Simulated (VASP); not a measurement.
The system is Se.

```
Se
1.0
    -2.91689    2.91689    1.59122
     2.91689   -2.91689    1.59122
     2.91689    2.91689   -1.59122
Se
2
Cartesian
  0.0000 0.0000 0.0000
  0.0000 2.9169 0.7956
```

| Quantity | Value |
| --- | --- |
| Program | VASP 6.6.1 |
| Task | relaxation of cell and atoms |
| Functional | PBE |
| Potentials or basis | VASP PAW PBE potentials, release 64 (Se) |
| Cutoff | 600 eV |
| k mesh | 6 × 6 × 6 |
| Occupations | gaussian, width 0.1 eV |
| Spin | no spin polarisation |

At the start: pressure -8.1 GPa; volume 27.08 Å³/atom.

Question: How do energy, volume and symmetry change on relaxing?

Answer: Over 6 steps the energy falls by 143.3 meV/atom and the volume is 22.77 Å³/atom (-15.9 %); space group I4_1/amd (No. 141, to 0.1 Å) before and after.

The path:
| step | energy change (eV) | largest force (eV/Å) | pressure (GPa) | volume (Å³) |
| --- | --- | --- | --- | --- |
| 1 | 0.0000 | 0.0000 | -8.13 | 54.15 |
| 2 | -0.2773 | 0.0000 | 2.07 | 44.07 |
| 3 | -0.2842 | 0.0000 | 0.17 | 45.19 |
| 4 | -0.2841 | 0.0000 | -0.07 | 45.36 |
| 5 | -0.2860 | 0.0000 | -0.10 | 45.44 |
| 6 | -0.2867 | 0.0000 | -0.10 | 45.55 |

Final structure:
```
CELL_PARAMETERS angstrom
-2.70899 2.70899 1.55163
2.70899 -2.70899 1.55163
2.70899 2.70899 -1.55163
ATOMIC_POSITIONS crystal
Se 0.00000 0.00000 0.00000
Se 0.75000 0.25000 0.50000
```

Caveat: the k points lie up to 0.39 Å⁻¹ apart in the final cell, too coarse for converged energies and pressures of a metal; the volume moved by over 15 % at a fixed basis, so the end points are rough.
